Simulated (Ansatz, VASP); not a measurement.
**Y in VASP and in Ansatz**

File INCAR:

```
ALGO = Normal ; EDIFF = 1E-8
ENCUT = 520 ; GGA = PE
ISIF = 2 ; ISMEAR = -1
LASPH = T ; LCHARG = F
LEFG = T ; LREAL = F
LWAVE = F ; NBANDS = 12
NELM = 100 ; PREC = Accurate
SIGMA = 0.08
```

KPOINTS

```
k-points
0
Gamma
  11 11 11
```

The input POSCAR:

```
Y
1.0
    3.2383518682      0.0000000000      0.0000000000
    0.0000000000      3.2383518682      0.0000000000
    0.0000000000      0.0000000000      3.2383518682
Y
1
Direct
    0.0000000000      0.0000000000      0.0000000000
```

Input for Ansatz:

```yaml
crystal:
  lattice:
    - [3.2383518682, 0.0, 0.0]
    - [0.0, 3.2383518682, 0.0]
    - [0.0, 0.0, 3.2383518682]
  atoms:
    - { symbol: "Y", position: [0.0, 0.0, 0.0] }
kpoints:
  mp_grid: { grid: [11, 11, 11] }
scf:
  occupations: { method: fermi_dirac, width: 0.08 }
hamiltonian:
  xc: pbe
  pseudopotentials: { kind: paw }
output:
  forces: true
  stress: true
  eigenvalues: true
  efg: { contact_densities: true }
  write_density: true
  write_potential: true
  elf: true
  volumetric_format: npy
```

Change from the starting cell: volume scaled by 0.975, PAW files.

Alike in both runs: task electric field gradients; functional PBE; k mesh 11 × 11 × 11; occupations fermi-dirac, width 0.08 eV; no spin polarisation.

|  | VASP | Ansatz |
| --- | --- | --- |
| version | VASP 6.6.1 | Ansatz 0.2.0 |
| potentials or method | VASP PAW PBE potentials, release 64 (Y_sv) | PAW with Ansatz's default frozen-core files, scalar-relativistic |
| plane-wave cutoff (eV) | 520 | 420 |
| valence electrons in the cell | 11 | 11 |

|  | VASP | Ansatz | Ansatz less VASP |
| --- | --- | --- | --- |
| pressure (GPa) | 0.7 | 0.7 | +0.04 |
